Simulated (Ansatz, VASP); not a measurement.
## One calculation of CaO, two programs

```
CELL_PARAMETERS angstrom
0.00000 2.41468 2.41468
2.41468 0.00000 2.41468
2.41468 2.41468 0.00000
ATOMIC_POSITIONS crystal
Ca 0.50000 0.50000 0.50000
O 0.00000 0.00000 0.00000
```

Alike in both runs: task relaxation of cell and atoms; functional PBE; k mesh 8 × 8 × 8; occupations gaussian, width 0.02 eV; no spin polarisation.

|  | VASP | Ansatz |
| --- | --- | --- |
| version | VASP 6.6.1 | Ansatz 0.2.0 |
| potentials or method | VASP PAW PBE potentials, release 64 (Ca_sv, O), cutoff 600 eV | scalar-relativistic, plane waves, PAW |
| valence electrons in the cell | 16 | 16 |

VASP gave:

```
gap on the k mesh at the Fermi level, each at its own relaxed structure (eV) : 3.64
relaxed volume (Å³/atom)                                                     : 14.15
relaxed cell length with the largest relative difference (Å)                 : 3.421
```

**Question.** What did Ansatz give for the same quantities?

**Answer.** gap on the k mesh at the Fermi level, each at its own relaxed structure (eV): 3.66; relaxed volume (Å³/atom): 14.09; relaxed cell length with the largest relative difference (Å): 3.416.
